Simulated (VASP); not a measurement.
Crystal: Ga2O3.

```xyz
10
Lattice="2.4912 1.4383 4.4777 -2.4912 1.4383 4.4777 0.0000 -2.8766 4.4777" Properties=species:S:1:pos:R:3 pbc="T T T"
Ga    0.0000    0.0000   11.4906
Ga    0.0000    0.0000    8.6589
Ga    0.0000    0.0000    1.9424
Ga    0.0000    0.0000    4.7741
O    -0.9721   -1.4383    5.5971
O     1.7317   -0.1227    5.5971
O    -0.7596    1.5610    5.5971
O     0.9721    1.4383    7.8359
O    -1.7317    0.1227    7.8359
O     0.7596   -1.5610    7.8359
```

| Quantity | Value |
| --- | --- |
| Program | VASP 6.6.1 |
| Task | relaxation of cell and atoms |
| Functional | PBE |
| Potentials or basis | VASP PAW PBE potentials, release 64 (Ga_d, O) |
| Cutoff | 600 eV |
| k mesh | 6 × 6 × 6 |
| Occupations | gaussian, width 0.1 eV |
| Spin | no spin polarisation |

At the start: pressure 10.5 GPa; volume 9.63 Å³/atom.

Task: Where does the relaxation end?

Result: Over 5 steps the energy falls by 15.1 meV/atom and the volume is 10.09 Å³/atom (+4.8 %); space group R-3c (No. 167, to 0.1 Å) before and after.

The path:
| step | energy change (eV) | largest force (eV/Å) | pressure (GPa) | volume (Å³) |
| --- | --- | --- | --- | --- |
| 1 | 0.0000 | 0.1338 | 10.51 | 96.27 |
| 2 | -0.0417 | 0.0499 | -7.61 | 105.33 |
| 3 | -0.1495 | 0.0762 | -0.12 | 101.00 |
| 4 | -0.1495 | 0.0772 | 0.10 | 100.91 |
| 5 | -0.1510 | 0.0316 | 0.12 | 100.90 |

Final structure:
```
Ga O
1.0
     2.53118    1.46138    4.54649
    -2.53118    1.46138    4.54649
     0.00000   -2.92275    4.54649
Ga O
4 6
Direct
  0.85564 0.85564 0.85564
  0.64436 0.64436 0.64436
  0.14436 0.14436 0.14436
  0.35564 0.35564 0.35564
  0.05356 0.44644 0.75000
  0.75000 0.05356 0.44644
  0.44644 0.75000 0.05356
  0.94644 0.55356 0.25000
  0.25000 0.94644 0.55356
  0.55356 0.25000 0.94644
```
